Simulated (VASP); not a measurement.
Write the native input for VASP 6.6.1 that does the following.

```yaml
Task: single point
Functional: r2SCAN
Potentials_or_basis: VASP PAW PBE potentials, release 64 (Cd)
Cutoff: 520 eV
k_mesh: 9 × 9 × 4
Occupations: gaussian, width 0.1 eV
Spin: no spin polarisation
Dipole_correction: no
Further_INCAR_settings: ALGO = Normal; EDIFF = 1e-06; NBANDS = 19
```

Cd:

```
CELL_PARAMETERS angstrom
2.97887 0.00000 0.00000
-1.48944 2.57978 0.00000
0.00000 0.00000 5.61765
ATOMIC_POSITIONS crystal
Cd 0.33333 0.66667 0.25000
Cd 0.66667 0.33333 0.75000
```

The input as run:

POSCAR

```
Cd
1.0
    2.9788725081      0.0000000000      0.0000000000
   -1.4894362540      2.5797792666      0.0000000000
    0.0000000000      0.0000000000      5.6176500000
Cd
2
Direct
    0.3333333333      0.6666666667      0.2500000000
    0.6666666667      0.3333333333      0.7500000000
```

INCAR.step1

```
ALGO = Normal ; EDIFF = 1E-4
ENCUT = 520 ; GGA = PE
ISMEAR = 0 ; LASPH = T
LCHARG = F ; LREAL = F
LWAVE = T ; NBANDS = 19
NELM = 60 ; PREC = Accurate
SIGMA = 0.1
```

INCAR.step2

```
ALGO = Normal ; EDIFF = 1E-6
ENCUT = 520 ; ISIF = 2
ISMEAR = 0 ; ISTART = 1
LASPH = T ; LCHARG = F
LMIXTAU = T ; LREAL = F
LWAVE = F ; METAGGA = R2SCAN
NBANDS = 19 ; NELM = 60
PREC = Accurate ; SIGMA = 0.1
```

KPOINTS

```
k-points
0
Gamma
  9 9 4
```

Potentials or basis: VASP PAW PBE potentials, release 64 (Cd).

Command:

```bash
$ cat potpaw_PBE.64/Cd/POTCAR > POTCAR
$ cp INCAR.step1 INCAR
$ mpirun -np 1 vasp_std > vasp.out
$ cp INCAR.step2 INCAR
$ mpirun -np 1 vasp_std > vasp.out
```

Results of the run:

```yaml
Pressure: 1.0 GPa
Band_gap_on_the_k_mesh: zero (bands 12 and 13 overlap by 4.13 eV)
```

Caveat: the PAW data sets were made with another functional, which shifts forces and pressure a little.

Wall time 2.9 min on 1 thread of Intel Xeon 8259CL, on a shared host, peak memory 0.18 GiB.
